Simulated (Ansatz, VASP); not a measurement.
C: VASP beside Ansatz

INCAR

```
PREC = Accurate
ENCUT = 520
EDIFF = 1E-6
ISMEAR = 0
SIGMA = 0.15
LREAL = F
LASPH = T
NELM = 60
ALGO = Normal
ISIF = 2
LWAVE = F
LCHARG = T
GGA = PS
LELF = T
LVHAR = T
NBANDS = 16
```

KPOINTS

```
regular mesh
0
Gamma
  18 18 6
```

Contents of POSCAR:

```
C
1.0
    1.2008278601     -2.1290849524      0.0000000000
    1.2008278601      2.1290849524      0.0000000000
    0.0000000000      0.0000000000      7.3778182888
C
4
Direct
    0.0833216498      0.9166783502      0.7498439858
    0.5833216498      0.4166783502      0.2501560142
    0.9166783502      0.0833216498      0.2501560142
    0.4166783502      0.5833216498      0.7498439858
```

Input for Ansatz:

```yaml
crystal:
  lattice:
    - [1.2008278601, -2.1290849524, 0.0]
    - [1.2008278601, 2.1290849524, 0.0]
    - [0.0, 0.0, 7.3778182888]
  atoms:
    - { symbol: C, position: [0.0833216498, 0.9166783502, 0.7498439858] }
    - { symbol: C, position: [0.5833216498, 0.4166783502, 0.2501560142] }
    - { symbol: C, position: [0.9166783502, 0.0833216498, 0.2501560142] }
    - { symbol: C, position: [0.4166783502, 0.5833216498, 0.7498439858] }
basis:
  ecutwfc: 520.0
kpoints:
  mp_grid: { grid: [18, 18, 6] }
hamiltonian:
  xc: pbesol
  pseudopotentials: { kind: paw, azcp: { folder: soft_1 } }
scf:
  occupations: { method: gaussian, width: 0.15 }
output:
  forces: true
  stress: true
  eigenvalues: true
```

Change from the starting cell: normal strain along x -0.0233, normal strain along y +0.0000.

Alike in both runs: task single point; functional PBEsol; k mesh 18 × 18 × 6; occupations gaussian, width 0.15 eV; no spin polarisation.

|  | VASP | Ansatz |
| --- | --- | --- |
| version | VASP 6.6.1 | Ansatz 0.2.0 |
| potentials or method | VASP PAW PBE potentials, release 64 (C), cutoff 520 eV | scalar-relativistic, plane waves, PAW |
| valence electrons in the cell | 16 | 16 |

```csv
,VASP,Ansatz,Ansatz less VASP
gap on the k mesh at the Fermi level (eV),0.04,0.04,0.000
least direct gap on the mesh (eV),0.07,0.07,0.000
pressure (GPa),10.3,9.6,-0.69
"traceless stress, the component that is largest in VASP (GPa)",15.55,15.13,-0.413
rms of the force components (eV/Å),0.201,0.198,-0.0032
```

VASP's potentials were made for PBE, not for PBEsol, and Ansatz warns of the same on its side. Atom by atom the forces differ by 0.003 eV/Å (rms over components). With one functional, cell and mesh, what is left measures potentials, basis and numerics.
